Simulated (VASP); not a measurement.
# H2CO in VASP: a series of runs

H2CO is run at these levels: PBE; tasks: relaxation of the atoms, single point.

All numbers are computed with VASP 6.6.1; they aren't measurements. Logs are shortened: lines on timing, memory, paths and dates and some standing lists are left out, and cuts for length are marked.

## Step 1: The cell of the first run

The cell holds an amorphous packing of atoms, 32 atoms: a = 8.593 Å, b = 8.593 Å, c = 8.593 Å, α = 90.00°, β = 90.00°, γ = 90.00°.

## Step 2: Relaxation of the atoms, PBE

Input file INCAR:

```
ALGO = Normal ; EDIFF = 1E-7
EDIFFG = -0.3 ; ENCUT = 520
GGA = PE ; GGA_COMPAT = False
IBRION = 2 ; ISIF = 2
ISMEAR = -1 ; LASPH = True
LCHARG = False ; LREAL = Auto
LWAVE = False ; NELM = 120
NELMIN = 4 ; NSW = 35
PREC = Accurate ; SIGMA = 0.05
```

Input file KPOINTS:

```
k-points
0
Gamma
  1 1 1
```

Input file POSCAR:

```
H2CO
1.0
    8.5925300000      0.0000000000      0.0000000000
    0.0000000000      8.5925300000      0.0000000000
    0.0000000000      0.0000000000      8.5925300000
O C H
8 8 16
Direct
    0.2741994000      0.5426512000      0.9672620000
    0.9403787000      0.9085305000      0.2667873000
    0.9923166000      0.5021641000      0.1795055000
    0.7053467000      0.3428952000      0.7657396000
    0.5075157000      0.0310681000      0.2200963000
    0.5975944000      0.6004436000      0.2401803000
    0.1127029000     -0.0297847000      0.4863981000
    0.7100060000      0.8280999000      0.6450834000
    0.2914252000      0.5757075000      0.8302446000
    0.8839301000      0.8031781000      0.1901215000
    0.9451515000      0.3710649000      0.1520893000
    0.7154391000      0.3054818000      0.6291322000
    0.5377395000      0.1119947000      0.1073993000
    0.6527041000      0.5499562000      0.1194445000
    0.1065389000      0.0156859000      0.6207768000
    0.6978550000      0.7413853000      0.5332973000
    0.2822019000      0.6964380000      0.7873477000
    0.3172387000      0.4868137000      0.7411793000
    0.9083367000      0.7891433000      0.0647883000
    0.8051575000      0.7157475000      0.2416174000
    0.9507954000      0.3195515000      0.0345496000
    0.8940825000      0.2963158000      0.2432244000
    0.7413210000      0.3907546000      0.5366133000
    0.6992774000      0.1841761000      0.5900838000
    0.6574518000      0.1249566000      0.0626552000
    0.4471360000      0.1769736000      0.0436042000
    0.6962340000      0.6272780000      0.0265598000
    0.6622507000      0.4240097000      0.0960477000
    0.0358669000      0.1171990000      0.6554413000
    0.1712744000     -0.0420342000      0.7155332000
    0.7224790000      0.7804775000      0.4134369000
    0.6615284000      0.6187776000      0.5454960000
```

Potentials or basis: VASP PAW PBE potentials, release 64 (O, C, H).

Launch:

```
$ cat potpaw_PBE.64/O/POTCAR potpaw_PBE.64/C/POTCAR potpaw_PBE.64/H/POTCAR > POTCAR
$ mpirun -np 1 vasp_gam > vasp.out
```

OUTCAR:

```text
EDIFF = 1E-7
   EDIFFG = -0.3
   ENCUT = 520
   GGA = PE
   IBRION = 2
   ISIF = 2
   ISMEAR = -1
   LASPH = True
   LREAL = Auto
   NELM = 120
   NELMIN = 4
   NSW = 35
   PREC = Accurate

 ion  position               nearest neighbor table
   1  0.274  0.543  0.967-   9 1.22
   2  0.940  0.909  0.267-  10 1.22
   3  0.992  0.502  0.180-  11 1.22
   4  0.705  0.343  0.766-  12 1.22
   5  0.508  0.031  0.220-  13 1.22
   6  0.598  0.600  0.240-  14 1.22
   7  0.113  0.970  0.486-  15 1.22
   8  0.710  0.828  0.645-  16 1.22
   9  0.291  0.576  0.830-  17 1.10  18 1.10   1 1.22
  10  0.884  0.803  0.190-  20 1.10  19 1.10   2 1.22
  11  0.945  0.371  0.152-  21 1.10  22 1.10   3 1.22
  12  0.715  0.305  0.629-  24 1.10  23 1.10   4 1.22
  13  0.538  0.112  0.107-  26 1.10  25 1.10   5 1.22
  14  0.653  0.550  0.119-  28 1.10  27 1.10   6 1.22
  15  0.107  0.016  0.621-  29 1.10  30 1.10   7 1.22
  16  0.698  0.741  0.533-  31 1.10  32 1.10   8 1.22
  17  0.282  0.696  0.787-   9 1.10
  18  0.317  0.487  0.741-   9 1.10
  19  0.908  0.789  0.065-  10 1.10
  20  0.805  0.716  0.242-  10 1.10
  21  0.951  0.320  0.035-  11 1.10
  22  0.894  0.296  0.243-  11 1.10
[... 8 lines left out ...]
  31  0.722  0.780  0.413-  16 1.10
  32  0.662  0.619  0.545-  16 1.10

  LATTYP: Found a simple cubic cell.
 ALAT       =     8.5925300000

  Lattice vectors:

 A1 = (   8.5925300000,   0.0000000000,   0.0000000000)
 A2 = (   0.0000000000,   8.5925300000,   0.0000000000)
 A3 = (   0.0000000000,   0.0000000000,   8.5925300000)

Analysis of symmetry for initial positions (statically):
=====================================================================
 Subroutine PRICEL returns:
 Original cell was already a primitive cell.

 Routine SETGRP: Setting up the symmetry group for a
 simple cubic supercell.

 Subroutine GETGRP returns: Found  1 space group operations
 (whereof  1 operations were pure point group operations)
 out of a pool of 48 trial point group operations.

The static configuration has the point symmetry C_1 .

Analysis of symmetry for dynamics (positions and initial velocities):
=====================================================================
 Subroutine PRICEL returns:
 Original cell was already a primitive cell.

 Routine SETGRP: Setting up the symmetry group for a
 simple cubic supercell.

 Subroutine GETGRP returns: Found  1 space group operations
 (whereof  1 operations were pure point group operations)
 out of a pool of 48 trial point group operations.

The dynamic configuration has the point symmetry C_1 .

 Subroutine INISYM returns: Found  1 space group operations
 (whereof  1 operations are pure point group operations),
 and found     1 'primitive' translations

----------------------------------------------------------------------------------------

                                     Primitive cell

  volume of cell :     634.4000

  direct lattice vectors                    reciprocal lattice vectors
     8.592530000  0.000000000  0.000000000     0.116380158  0.000000000  0.000000000
     0.000000000  8.592530000  0.000000000     0.000000000  0.116380158  0.000000000
     0.000000000  0.000000000  8.592530000     0.000000000  0.000000000  0.116380158

  length of vectors
     8.592530000  8.592530000  8.592530000     0.116380158  0.116380158  0.116380158

  position of ions in fractional coordinates (direct lattice)
     0.274199400  0.542651200  0.967262000
     0.940378700  0.908530500  0.266787300
     0.992316600  0.502164100  0.179505500
     0.705346700  0.342895200  0.765739600
     0.507515700  0.031068100  0.220096300
     0.597594400  0.600443600  0.240180300
[... 24 lines left out ...]
     0.722479000  0.780477500  0.413436900
     0.661528400  0.618777600  0.545496000

  ion indices of the primitive-cell ions
   primitive index   ion index
                 1           1
                 2           2
                 3           3
                 4           4
                 5           5
                 6           6
[... 47 lines left out ...]
   LRPA    =     F    only Hartree local field effects (RPA)
 conjugate gradient relaxation of ions
 non-spin polarized calculation
  energy-cutoff  :      520.00
  volume of cell :      634.40
 maximum number of plane-waves:      8536
 NGX is ok and might be reduce to    64
   NGX = 31   NGY = 31   NGZ = 31

--------------------------------------- Ionic step        1  -------------------------------------------

 number of electron      95.9999976 magnetization

 Free energy of the ion-electron system (eV)
  ---------------------------------------------------
  ext. energy  EPLUGINS =         0.00000000
  ---------------------------------------------------
  free energy    TOTEN  =      -176.94728566 eV

  energy without entropy =     -176.94728566  energy(sigma->0) =     -176.94728566

------------------------ aborting loop because EDIFF is reached ----------------------------------------

  FORCE on cell =-STRESS in cart. coord.  units (eV):
  Direction    XX          YY          ZZ          XY          YZ          ZX
  --------------------------------------------------------------------------------------
  -------------------------------------------------------------------------------------
  Total        2.7531820      3.1344952      1.8984244      0.8847068      0.3681468      0.4585028
  in kB        6.9531618      7.9161684      4.7944712      2.2343273      0.9297548      1.1579488
  external PRESSURE =       6.5546005 kB  Pullay stress =       0.0000000 kB
[... 179 lines left out ...]
  FREE ENERGIE OF THE ION-ELECTRON SYSTEM (eV)
  ---------------------------------------------------
  free  energy   TOTEN  =      -176.9847718990 eV

  energy  without entropy=     -176.9847718988  energy(sigma->0) =     -176.98477190

[... ionic steps 4 to 29 ...]

--------------------------------------- Ionic step       30  -------------------------------------------

 number of electron      95.9999991 magnetization

------------------------ aborting loop because EDIFF is reached ----------------------------------------

  FORCE on cell =-STRESS in cart. coord.  units (eV):
  Direction    XX          YY          ZZ          XY          YZ          ZX
  --------------------------------------------------------------------------------------
  -------------------------------------------------------------------------------------
  Total        0.1117424      0.2399488     -0.7765080     -0.1692383      0.1473580     -0.1564754
  in kB        0.2822053      0.6059908     -1.9610710     -0.4274113      0.3721528     -0.3951787
  external PRESSURE =      -0.3576250 kB  Pullay stress =       0.0000000 kB
[... 117 lines left out ...]
  energy  without entropy=     -177.6659114132  energy(sigma->0) =     -177.66591141

--------------------------------------- Ionic step       32  -------------------------------------------

 number of electron      95.9999988 magnetization

 Free energy of the ion-electron system (eV)
  ---------------------------------------------------
  ext. energy  EPLUGINS =         0.00000000
  ---------------------------------------------------
  free energy    TOTEN  =      -177.67415701 eV

  energy without entropy =     -177.67415701  energy(sigma->0) =     -177.67415701

 E-fermi :  -2.5693     XC(G=0):  -5.1875

 val. band max:       -3.7763891039   @ k =   0.0000   0.0000   0.0000
 cond. band min:      -0.9236781241   @ k =   0.0000   0.0000   0.0000
 fundamental gap:      2.8527109798
 Fermi energy:        -2.5692848590

 k-point     1 :       0.0000    0.0000    0.0000
  band No.  band energies     occupation
      1     -24.7753      2.00000
      2     -24.5839      2.00000
      3     -24.4770      2.00000
      4     -24.4442      2.00000
      5     -24.4407      2.00000
      6     -24.4118      2.00000
[... 52 lines left out ...]
     59       2.4505      0.00000
     60       2.5290      0.00000
 [bands above 60 left out]

------------------------ aborting loop because EDIFF is reached ----------------------------------------

  FORCE on cell =-STRESS in cart. coord.  units (eV):
  Direction    XX          YY          ZZ          XY          YZ          ZX
  --------------------------------------------------------------------------------------
  -------------------------------------------------------------------------------------
  Total        0.1136971      0.3598608     -0.2540777     -0.1220367      0.0709482     -0.1756832
  in kB        0.2871421      0.9088286     -0.6416733     -0.3082038      0.1791797     -0.4436878
  external PRESSURE =       0.1847658 kB  Pullay stress =       0.0000000 kB
[... 47 lines left out ...]
  FREE ENERGIE OF THE ION-ELECTRON SYSTEM (eV)
  ---------------------------------------------------
  free  energy   TOTEN  =      -177.6741570147 eV

  energy  without entropy=     -177.6741570146  energy(sigma->0) =     -177.67415701

 reached required accuracy - stopping structural energy minimisation
```

Run time: 32 min. Hardware: 1 thread of Intel Xeon Platinum 8259CL at 2.50GHz (Skylake/Cascade Lake), shared host; peak memory 0.62 GiB.

What came out:

```
Free energy                  : -177.6742 eV
Energy gained by relaxing    : 22.7 meV/atom
Ionic steps                  : 32
Pressure after relaxing      : 0.0 GPa
Largest force after relaxing : 0.174 eV/Å
Band gap on the k mesh       : 2.85 eV
```

Forces in eV/Å, atoms in the order of the input:
```
O    0.009 -0.059 -0.005
O    0.031  0.156  0.017
O   -0.022 -0.056  0.043
O    0.014  0.013 -0.067
O    0.023  0.008  0.028
O    0.036 -0.019  0.133
O    0.035 -0.048 -0.038
O    0.024  0.042 -0.009
C    0.011  0.046 -0.075
C   -0.107 -0.066 -0.060
C   -0.030 -0.017 -0.060
C   -0.042 -0.096  0.017
C   -0.045  0.029 -0.011
C    0.166  0.041  0.032
C   -0.025  0.090  0.114
C   -0.065 -0.076  0.103
H   -0.019  0.059  0.022
H    0.012 -0.086 -0.060
H    0.081  0.023 -0.066
H    0.052  0.038  0.055
H    0.063  0.005 -0.066
H    0.030 -0.077  0.113
H    0.009  0.082 -0.022
H   -0.002 -0.097  0.064
H    0.079 -0.059 -0.016
H   -0.065 -0.012  0.008
H   -0.099  0.041 -0.077
H   -0.114 -0.035 -0.017
H   -0.069  0.059 -0.058
H    0.042 -0.097  0.031
H   -0.025  0.104 -0.078
H    0.011  0.066  0.007
```

The path:
| step | energy change (eV) | largest force (eV/Å) | pressure (GPa) |
| --- | --- | --- | --- |
| 1 | 0.0000 | 1.0589 | 0.66 |
| 2 | 0.6344 | 8.9943 | 2.62 |
| 3 | -0.0375 | 0.6742 | 0.97 |
| 4 | -0.0969 | 0.7308 | -0.03 |
| 5 | -0.0974 | 0.6618 | 0.06 |
| 6 | -0.1561 | 0.5040 | -0.06 |
| 7 | -0.1686 | 1.0327 | -0.15 |
| 8 | -0.2006 | 0.9829 | -0.13 |
| 9 | -0.2605 | 1.0287 | -0.06 |
| 10 | -0.2183 | 3.4540 | 0.10 |
| 11 | -0.2705 | 1.8117 | -0.01 |
| 12 | -0.2997 | 1.5852 | 0.02 |
| 13 | -0.3617 | 0.8921 | 0.13 |
| 14 | -0.3781 | 1.2209 | 0.33 |
| 15 | -0.3882 | 0.7381 | 0.25 |
| 16 | -0.4165 | 0.5983 | 0.30 |
| 17 | -0.4853 | 0.6090 | 0.43 |
| 18 | -0.5543 | 1.3611 | 0.63 |
| 19 | -0.5853 | 0.9646 | 0.44 |
| 20 | -0.6314 | 0.6341 | -0.15 |
| 21 | -0.6323 | 0.7247 | -0.25 |
| 22 | -0.6439 | 0.6408 | -0.28 |
| 23 | -0.6648 | 0.4924 | -0.37 |
| 24 | -0.6464 | 1.2996 | -0.57 |
| 25 | -0.6675 | 0.5109 | -0.42 |
| 26 | -0.6822 | 0.3871 | -0.22 |
| 27 | -0.6846 | 0.4788 | -0.09 |
| 28 | -0.6986 | 0.3251 | -0.09 |
| 29 | -0.7098 | 0.4695 | -0.08 |
| 30 | -0.7185 | 0.3248 | -0.04 |
| 31 | -0.7186 | 0.4112 | -0.03 |
| 32 | -0.7269 | 0.1743 | 0.02 |

Final structure:
```yaml
crystal:
  lattice:
    - [8.59253, 0.00000, 0.00000]
    - [0.00000, 8.59253, 0.00000]
    - [0.00000, 0.00000, 8.59253]
  atoms:
    - { symbol: O, position: [0.28936, 0.53500, 0.96155] }
    - { symbol: O, position: [0.90582, 0.96339, 0.21226] }
    - { symbol: O, position: [0.98668, 0.49060, 0.18881] }
    - { symbol: O, position: [0.70338, 0.34067, 0.76591] }
    - { symbol: O, position: [0.51415, 0.03705, 0.22506] }
    - { symbol: O, position: [0.55829, 0.56377, 0.22647] }
    - { symbol: O, position: [0.16887, 0.99207, 0.50885] }
    - { symbol: O, position: [0.70523, 0.83366, 0.67397] }
    - { symbol: C, position: [0.29530, 0.57341, 0.82564] }
    - { symbol: C, position: [0.89773, 0.83013, 0.16562] }
    - { symbol: C, position: [0.95150, 0.35738, 0.15548] }
    - { symbol: C, position: [0.71539, 0.29688, 0.63137] }
    - { symbol: C, position: [0.53875, 0.11127, 0.10723] }
    - { symbol: C, position: [0.61969, 0.52658, 0.10487] }
    - { symbol: C, position: [0.12118, 0.02154, 0.63824] }
    - { symbol: C, position: [0.69102, 0.75713, 0.55527] }
    - { symbol: H, position: [0.28095, 0.69668, 0.78786] }
    - { symbol: H, position: [0.31628, 0.48809, 0.73043] }
    - { symbol: H, position: [0.92865, 0.79692, 0.04422] }
    - { symbol: H, position: [0.85669, 0.73262, 0.23999] }
    - { symbol: H, position: [0.95811, 0.31302, 0.03384] }
    - { symbol: H, position: [0.90876, 0.27241, 0.24280] }
    - { symbol: H, position: [0.73996, 0.37941, 0.53441] }
    - { symbol: H, position: [0.70179, 0.17262, 0.59767] }
    - { symbol: H, position: [0.65720, 0.12180, 0.05537] }
    - { symbol: H, position: [0.44436, 0.17455, 0.04436] }
    - { symbol: H, position: [0.66780, 0.61362, 0.02152] }
    - { symbol: H, position: [0.63747, 0.40279, 0.07011] }
    - { symbol: H, position: [0.03546, 0.11625, 0.66135] }
    - { symbol: H, position: [0.16059, 0.95710, 0.74387] }
    - { symbol: H, position: [0.70635, 0.80809, 0.43794] }
    - { symbol: H, position: [0.66071, 0.63064, 0.55940] }
```

Caveat: the k points lie up to 0.73 Å⁻¹ apart; the relaxation stopped at a loose force limit of 0.3 eV/Å, so its end isn't a converged minimum.

## Step 3: Single point, PBE

Input file INCAR:

```
PREC = Accurate
ENCUT = 520
EDIFF = 1E-6
ISMEAR = -1
SIGMA = 0.05
LREAL = Auto
LASPH = True
NELM = 120
ALGO = Normal
ISIF = 2
LWAVE = False
LCHARG = True
GGA = PE
LELF = True
LVHAR = True
NBANDS = 70
GGA_COMPAT = False
```

Input file KPOINTS:

```
regular mesh
0
Gamma
  1 1 1
```

Input file POSCAR:

```
H2CO
1.0
    8.5925300000      0.0000000000      0.0000000000
    0.0000000000      8.5925300000      0.0000000000
    0.0000000000      0.0000000000      8.5925300000
O C H
8 8 16
Direct
    0.3048112721      0.4504610400      0.8613411882
    0.9807239544      0.9795834289      0.1044628299
    0.9659320363      0.4444325478      0.2288266669
    0.6737130973      0.3644561032      0.7280509931
    0.5510833247      0.0841195783      0.2371944003
    0.5646881652      0.6101695310      0.2532432241
    0.1639214527     -0.0041664097      0.6241933400
    0.7433782600      0.8855482611      0.6980481884
    0.3133419377      0.4981419908      0.7263518428
    0.9590888830      0.8400668953      0.0985623559
    0.9936072379      0.3040780771      0.2179334841
    0.6874110419      0.2873076963      0.6115660929
    0.5603588233      0.0939653397      0.0958274222
    0.5727067581      0.5461022539      0.1260979013
    0.0937093033      0.0475063805      0.7385950355
    0.6778096789      0.8213529659      0.5899892116
    0.3357218421      0.6198407221      0.7012951948
    0.2911249655      0.4222970417      0.6262299928
    1.0302437117      0.7606956275      0.0228454250
    0.8614924824      0.7786879999      0.1580093407
    1.0080383775      0.2473194740      0.1050680067
    0.9874972796      0.2172002891      0.3167518763
    0.6540564886      0.3358614983      0.4934285944
    0.7276320246      0.1654343948      0.6203178808
    0.6783217516      0.0808376578      0.0325980823
    0.4597714526      0.1406570591      0.0257083769
    0.5965763285      0.5955056311      0.0100668837
    0.5428086955      0.4169319164      0.1211633826
   -0.0282338264      0.0765083159      0.7431338616
    0.1605115141      0.0601569037      0.8551381258
    0.7170414302      0.8380767946      0.4654624424
    0.5847171904      0.7347195762      0.6077022716
```

Potentials or basis: VASP PAW PBE potentials, release 64 (O, C, H).

Launch:

```
$ cat potpaw_PBE.64/O/POTCAR potpaw_PBE.64/C/POTCAR potpaw_PBE.64/H/POTCAR > POTCAR
$ mpirun -np 1 vasp_gam > vasp.out
```

It took 47 s on 1 thread of Intel Xeon 6975P-C (Granite Rapids), shared host; peak memory 0.54 GiB.

Results (log left out):

| Property | Result |
| --- | --- |
| Free energy | -177.6695 eV |
| Pressure | -0.6 GPa |
| Largest force | 2.888 eV/Å |
| Band gap on the k mesh | 3.06 eV |

Forces on the atoms (eV/Å):
```
O    0.129  0.219 -0.869
O    0.026  0.086  0.137
O    0.387 -1.038  0.267
O   -0.093  0.805  0.965
O    0.014 -0.332 -0.236
O    0.389  0.340 -0.927
O   -1.017  0.593  0.793
O   -0.162  0.165  0.173
C   -0.418 -0.693  1.460
C   -0.176 -0.755 -0.606
C   -0.997  0.661  0.302
C   -0.316 -0.175 -1.094
C    0.793  1.030 -0.103
C   -0.942 -1.563  1.055
C    2.729 -0.851  0.408
C    0.738 -0.211 -0.706
H    0.264  0.835 -0.194
H    0.014 -0.373 -0.371
H    0.111  0.230  0.214
H    0.022  0.221  0.255
H    0.369 -0.058 -0.522
H    0.252  0.614 -0.030
H    0.250 -0.315  0.375
H    0.138 -0.244 -0.288
H   -1.015 -0.227  0.358
H    0.218 -0.470 -0.003
H    0.268  0.678  0.039
H    0.289  0.552 -0.163
H   -0.992  0.229 -0.319
H   -0.649  0.043 -0.879
H   -0.301  0.079  0.437
H   -0.319 -0.076  0.073
```

Stress tensor (GPa, compression positive):
```
-0.42  0.24  0.06
 0.24 -0.21  0.37
 0.06  0.37 -1.11
```

Levels at points of the mesh, in eV from the valence-band top:
| k point | band 46 | band 47 | band 48 | band 49 | band 50 | band 51 |
| --- | --- | --- | --- | --- | --- | --- |
| (0.00, 0.00, 0.00) | -0.13 | -0.05 | 0.00 | 3.06 | 3.10 | 3.20 |

Caveat: the k points lie up to 0.73 Å⁻¹ apart.
